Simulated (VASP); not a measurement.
# Na (Fmmm) in VASP: further runs

Runs on Na. Level: PBE. Tasks: single point.

Program: VASP 6.6.1. These are calculated values, not measurements. Logs are shortened: lines on timing, memory, paths and dates and some standing lists are left out, and cuts for length are marked.

**1. The cell of the first run**

Symmetry: Fmmm, No. 69, orthorhombic system. Conventional cell: a = 4.235 Å, b = 5.944 Å, c = 6.034 Å, α = 90.00°, β = 90.00°, γ = 90.00°. Na (site symmetry mmm) has 14 Na at 3.65 to 4.24 Å within 4.8 Å.

**2. Single point, PBE (strain +0.0150 x Voigt [0, 0, 0, 0, 0, 1])**

The input, INCAR:

```
SYSTEM = Na
PREC     = Accurate       ! precision mode
ENCUT    = 520            ! plane-wave cutoff, eV
EDIFF    = 1E-6           ! SCF threshold, eV
ISMEAR   = 0              ! smearing method
SIGMA    = 0.15           ! smearing width, eV
LREAL    = .False.        ! projectors in reciprocal space
LASPH    = .True.         ! aspherical terms in the spheres
NELM     = 80             ! most SCF steps
ALGO     = Fast           ! electronic algorithm
ISIF     = 2              ! what is computed and relaxed
LWAVE    = .False.        ! write WAVECAR
LCHARG   = .False.        ! write CHGCAR
GGA      = PE             ! functional
NBANDS   = 10             ! bands
```

The input, KPOINTS:

```
regular mesh
0
Gamma
  16 16 16
  0 0 0
```

The input, POSCAR:

```
Na
1.0
   -2.1016187500      2.1016187500      2.1175000000
    2.1016187500     -2.1016187500      2.1175000000
    2.1333812500      2.1333812500     -2.1175000000
Na
1
Direct
    0.0000000000      0.0000000000      0.0000000000
```

Potentials or basis: VASP PAW PBE potentials, release 64 (Na_pv).

The run is started by

```console
cat potpaw_PBE.64/Na_pv/POTCAR > POTCAR
mpirun -np 1 vasp_std > vasp.out
```

OUTCAR:

```text
SYSTEM = Na
   PREC = Accurate
   ENCUT = 520
   EDIFF = 1E-6
   ISMEAR = 0
   LREAL = .False.
   LASPH = .True.
   NELM = 80
   ISIF = 2
   GGA = PE

 ion  position               nearest neighbor table
   1  0.000  0.000  0.000-

  LATTYP: Found a face centered orthorhombic cell.
 ALAT       =     4.2350000000
 B/A-ratio  =     1.4036069607
 C/A-ratio  =     1.4248201641

  Lattice vectors:

 A1 = (   4.2350000000,   0.0317625000,   0.0000000000)
 A2 = (   2.1333812500,   2.1333812500,   2.1175000000)
 A3 = (   2.1016187500,  -2.1016187500,   2.1175000000)

Analysis of symmetry for initial positions (statically):
=====================================================================
 Subroutine PRICEL returns:
 Original cell was already a primitive cell.

 Routine SETGRP: Setting up the symmetry group for a
 face centered orthorhombic supercell.

 Subroutine GETGRP returns: Found  8 space group operations
 (whereof  8 operations were pure point group operations)
 out of a pool of  8 trial point group operations.

The static configuration has the point symmetry D_2h.

Analysis of symmetry for dynamics (positions and initial velocities):
=====================================================================
 Subroutine PRICEL returns:
 Original cell was already a primitive cell.

 Routine SETGRP: Setting up the symmetry group for a
 face centered orthorhombic supercell.

 Subroutine GETGRP returns: Found  8 space group operations
 (whereof  8 operations were pure point group operations)
 out of a pool of  8 trial point group operations.

The dynamic configuration has the point symmetry D_2h.

 Subroutine INISYM returns: Found  8 space group operations
 (whereof  8 operations are pure point group operations),
 and found     1 'primitive' translations

----------------------------------------------------------------------------------------

                                     Primitive cell

  volume of cell :      37.9757

  direct lattice vectors                    reciprocal lattice vectors
    -2.101618750  2.101618750  2.117500000    -0.001771056  0.236140792  0.236127509
     2.101618750 -2.101618750  2.117500000     0.236140792 -0.001771056  0.236127509
     2.133381250  2.133381250 -2.117500000     0.234369736  0.234369736  0.000000000

  length of vectors
     3.649302535  3.649302535  3.685978481     0.333948814  0.333948814  0.331448859

  position of ions in fractional coordinates (direct lattice)
     0.000000000  0.000000000  0.000000000

  ion indices of the primitive-cell ions
   primitive index   ion index
                 1           1

----------------------------------------------------------------------------------------

 KPOINTS: regular mesh

Automatic generation of k-mesh.
 Grid dimensions read from file:
 generate k-points for:   16   16   16

 Generating k-lattice:

  Cartesian coordinates                     Fractional coordinates (reciprocal lattice)
    -0.000110691  0.014758799  0.014757969     0.062500000 -0.000000000  0.000000000
     0.014758799 -0.000110691  0.014757969    -0.000000000  0.062500000  0.000000000
     0.014648108  0.014648108  0.000000000     0.000000000  0.000000000  0.062500000

  Length of vectors
     0.020871801  0.020871801  0.020715554

  Shift w.r.t. Gamma in fractional coordinates (k-lattice)
     0.000000000  0.000000000  0.000000000

 Subroutine IBZKPT returns following result:
 ===========================================

 Found    621 irreducible k-points:

 Following reciprocal coordinates:
            Coordinates               Weight
  0.000000  0.000000  0.000000      1.000000
  0.062500 -0.000000  0.000000      8.000000
  0.125000 -0.000000  0.000000      8.000000
  0.187500  0.000000  0.000000      8.000000
  0.250000 -0.000000  0.000000      8.000000
  0.312500 -0.000000  0.000000      8.000000
[... 16 lines left out ...]
 -0.125000  0.062500  0.000000      8.000000
 -0.062500  0.062500  0.000000      2.000000
 [... further k-points ...]
   k-points           NKPTS =    621   k-points in BZ     NKDIM =    621   number of bands    NBANDS=     10
   number of dos      NEDOS =    301   number of ions     NIONS =      1
   total plane-waves  NPLWV =  21952
   dimension x,y,z NGX =    28 NGY =   28 NGZ =   28
   dimension x,y,z NGXF=    56 NGYF=   56 NGZF=   56
   ions per type =               1
   NGX,Y,Z   is equivalent  to a cutoff of  12.76, 12.76, 12.63 a.u.
   NGXF,Y,Z  is equivalent  to a cutoff of  25.51, 25.51, 25.26 a.u.
 SYSTEM =  Na
   PREC   = accura    normal or accurate (medium, high low for compatibility)
   ISTART =      0    job   : 0-new  1-cont  2-samecut
   ICHARG =      2    charge: 1-file 2-atom 10-const
   ISPIN  =      1    spin polarized calculation?
   LNONCOLLINEAR =      F non collinear calculations
   LSORBIT =      F    spin-orbit coupling
   LASPH  =      T    aspherical Exc in radial PAW
   ENCUT  =  520.0 eV  38.22 Ry    6.18 a.u.   6.79  6.79  6.85*2*pi/ulx,y,z
   NELM   =     80;   NELMIN=  2; NELMDL= -5     # of ELM steps
   EDIFF  = 0.1E-05   stopping-criterion for ELM
   LREAL  =      F    real-space projection
   EDIFFG = 0.1E-04   stopping-criterion for IOM
   NSW    =      0    number of steps for IOM
   IBRION =     -1    ionic relax: 0-MD 1-quasi-New 2-CG
   NFREE  =      0    steps in history (QN), initial steepest desc. (CG)
   ISIF   =      2    stress and relaxation
   ISYM   =      2    0-nonsym 1-usesym 2-fastsym
   POTIM  = 0.5000    time-step for ionic-motion
   TEBEG  =    0.0;   TEEND  =   0.0 temperature during run
   PSTRESS=    0.0 pullay stress
   NELECT =       7.0000    total number of electrons
   NUPDOWN=      -1.0000    fix difference up-down
   EMIN   =  10.00;   EMAX   =-10.00  energy-range for DOS
   EFERMI =   0.00;   METHOD = LEGACY
   ISMEAR =     0;   SIGMA  =   0.15  broadening in eV -4-tet -1-fermi 0-gaus
   EFERMI_NEDOS =   21; number of points for ismear=-14 and -15
   IALGO  =     68    algorithm
   IMIX   =      4    mixing-type and parameters
     AMIX     =   0.40;   BMIX     =  1.00
     AMIX_MAG =   1.60;   BMIX_MAG =  1.00
  volume/ion in A,a.u.               =      37.98       256.27
  Fermi-wavevector in a.u.,A,eV,Ry     =   0.931692  1.760642 11.810530  0.868049
  Thomas-Fermi vector in A             =   2.058212
   LORBIT       =      0    0 simple, 1 ext, 2 COOP (PROOUT), +10 PAW based schemes
   GGA     = PE    functional components
   LHFCALC =     F    Hartree Fock is set to
   AEXX    =    0.0000 exact exchange contribution
   IVDW    =     0    specifies the selected vdW correction
   LEPSILON=     F    determine dielectric tensor
   LRPA    =     F    only Hartree local field effects (RPA)
 non-spin polarized calculation
 RMM-DIIS sequential band-by-band and
 Gauss-broadening in eV      SIGMA  =   0.15
  energy-cutoff  :      520.00
  volume of cell :       37.98
 maximum number of plane-waves:      1048
   NGX = 13   NGY = 13   NGZ = 13

 number of electron       7.0000011 magnetization

 Free energy of the ion-electron system (eV)
  ---------------------------------------------------
  ext. energy  EPLUGINS =         0.00000000
  ---------------------------------------------------
  free energy    TOTEN  =        -1.31338847 eV

  energy without entropy =       -1.30823345  energy(sigma->0) =       -1.31081096

 E-fermi :   0.2629     XC(G=0):  -6.4398

 val. band max:        0.2609766781   @ k =  -0.1875   0.4375   0.1250
 cond. band min:       0.2654468542   @ k =   0.5000  -0.0000   0.1875
 fundamental gap:      0.0044701761
 Fermi energy:         0.2629248921

 k-point     1 :       0.0000    0.0000    0.0000
  band No.  band energies     occupation
      1     -24.6588      2.00000
      2     -24.6587      2.00000
      3     -24.6585      2.00000
      4      -2.9670      2.00000
      5      11.8010      0.00000
      6      11.8015      0.00000
      7      11.8755      0.00000
      8      12.8254      0.00000
      9      12.8625      0.00000
     10      13.2231      0.00000

 k-point     2 :       0.0625   -0.0000    0.0000
  band No.  band energies     occupation
      1     -24.6600      2.00000
      2     -24.6591      2.00000
      3     -24.6586      2.00000
      4      -2.8993      2.00000
      5      10.8783      0.00000
      6      11.3510      0.00000
      7      11.5298      0.00000
      8      12.2378      0.00000
      9      12.3532      0.00000
     10      13.5909      0.00000

 k-point     3 :       0.1250   -0.0000    0.0000
  band No.  band energies     occupation
      1     -24.6635      2.00000
      2     -24.6603      2.00000
      3     -24.6587      2.00000
      4      -2.6966      2.00000
      5       9.2692      0.00000
      6      10.6201      0.00000
      7      10.9843      0.00000
      8      11.5081      0.00000
      9      12.0964      0.00000
     10      13.6924      0.00000

 k-point     4 :       0.1875    0.0000    0.0000
  band No.  band energies     occupation
      1     -24.6689      2.00000
      2     -24.6621      2.00000
      3     -24.6586      2.00000
      4      -2.3605      2.00000
      5       7.6862      0.00000
      6       9.9471      0.00000
      7      10.4553      0.00000
      8      10.8784      0.00000
      9      11.7422      0.00000
     10      13.9201      0.00000

 k-point     5 :       0.2500   -0.0000    0.0000
  band No.  band energies     occupation
      1     -24.6751      2.00000
      2     -24.6642      2.00000
      3     -24.6586      2.00000
      4      -1.8936      2.00000
      5       6.1902      0.00000
      6       9.3823      0.00000
      7      10.0031      0.00000
      8      10.3640      0.00000
      9      11.3422      0.00000
     10      14.3731      0.00000

 k-point     6 :       0.3125   -0.0000    0.0000
  band No.  band energies     occupation
      1     -24.6814      2.00000
      2     -24.6663      2.00000
      3     -24.6586      2.00000
      4      -1.2992      2.00000
      5       4.7941      0.00000
      6       8.9382      0.00000
      7       9.6445      0.00000
      8       9.9667      0.00000
      9      10.9742      0.00000
     10      14.8265      0.00000
[... 183 lines left out ...]
 k-point    21 :      -0.2500    0.0625   -0.0000
  band No.  band energies     occupation
      1     -24.6729      2.00000
      2     -24.6628      2.00000
      3     -24.6591      2.00000
      4      -2.0892      2.00000
      5       6.9493      0.00000
      6       8.9679      0.00000
      7      10.0328      0.00000
      8      10.8704      0.00000
      9      12.1679      0.00000
     10      13.4306      0.00000

 k-point    22 :      -0.1875    0.0625    0.0000
  band No.  band energies     occupation
      1     -24.6672      2.00000
      2     -24.6608      2.00000
      3     -24.6591      2.00000
      4      -2.4917      2.00000
      5       8.4771      0.00000
      6       9.5896      0.00000
      7      10.5531      0.00000
      8      11.3743      0.00000
      9      12.3516      0.00000
     10      13.3880      0.00000

 k-point    23 :      -0.1250    0.0625    0.0000
  band No.  band energies     occupation
      1     -24.6627      2.00000
      2     -24.6595      2.00000
      3     -24.6588      2.00000
      4      -2.7620      2.00000
      5      10.0296      0.00000
      6      10.3443      0.00000
      7      11.1187      0.00000
      8      11.8171      0.00000
      9      12.3867      0.00000
     10      13.5670      0.00000

 k-point    24 :      -0.0625    0.0625    0.0000
  band No.  band energies     occupation
      1     -24.6602      2.00000
      2     -24.6591      2.00000
      3     -24.6585      2.00000
      4      -2.8982      2.00000
      5      11.0331      0.00000
      6      11.3904      0.00000
      7      11.5077      0.00000
      8      12.1944      0.00000
      9      12.1964      0.00000
     10      13.3596      0.00000

 [... further k-points ...]
[... 5 lines left out ...]
  --------------------------------------------------------------------------------------
  -------------------------------------------------------------------------------------
  Total       -0.0718815     -0.0718815     -0.0713726     -0.0223398      0.0000000      0.0000000
  in kB       -3.0326459     -3.0326459     -3.0111775     -0.9425061      0.0000000      0.0000000
  external PRESSURE =      -3.0254897 kB  Pullay stress =       0.0000000 kB

 VOLUME and BASIS-vectors are now :
 -----------------------------------------------------------------------------
  energy-cutoff  :      520.00
  volume of cell :       37.98
      direct lattice vectors                 reciprocal lattice vectors
    -2.101618750  2.101618750  2.117500000    -0.001771056  0.236140792  0.236127509
     2.101618750 -2.101618750  2.117500000     0.236140792 -0.001771056  0.236127509
     2.133381250  2.133381250 -2.117500000     0.234369736  0.234369736  0.000000000

 POSITION                                       TOTAL-FORCE (eV/Angst)
 -----------------------------------------------------------------------------------
      0.00000      0.00000      0.00000         0.000000     -0.000000     -0.000000
 -----------------------------------------------------------------------------------
    total drift:                               -0.000000     -0.000000     -0.000000

  FREE ENERGIE OF THE ION-ELECTRON SYSTEM (eV)
  ---------------------------------------------------
  free  energy   TOTEN  =        -1.3133884683 eV

  energy  without entropy=       -1.3082334531  energy(sigma->0) =       -1.31081096
```

Wall time 59 s (1 thread of Intel Xeon 6975P-C (Granite Rapids), shared host); peak memory 0.29 GiB.

Results:

- Free energy: -1.3134 eV
- Pressure: -0.3 GPa

Levels at points of the mesh, in eV from the Fermi level:
```tsv
k point	band 1	band 2	band 3	band 4	band 5	band 6
(0.00, 0.00, 0.00)	-24.92	-24.92	-24.92	-3.23	11.54	11.54
(0.50, 0.00, 0.00)	-24.95	-24.93	-24.92	0.75	1.19	8.10
(0.50, 0.50, 0.00)	-24.96	-24.93	-24.92	0.80	1.26	8.06
(0.00, 0.00, 0.50)	-24.95	-24.93	-24.92	0.70	1.12	8.15
(0.50, 0.50, 0.50)	-24.95	-24.95	-24.94	4.48	4.48	4.80
```

Caveat: the cell differs from its parent crystal (strain +0.0150 x Voigt [0, 0, 0, 0, 0, 1]).

(Continued in part 2 of 2.)
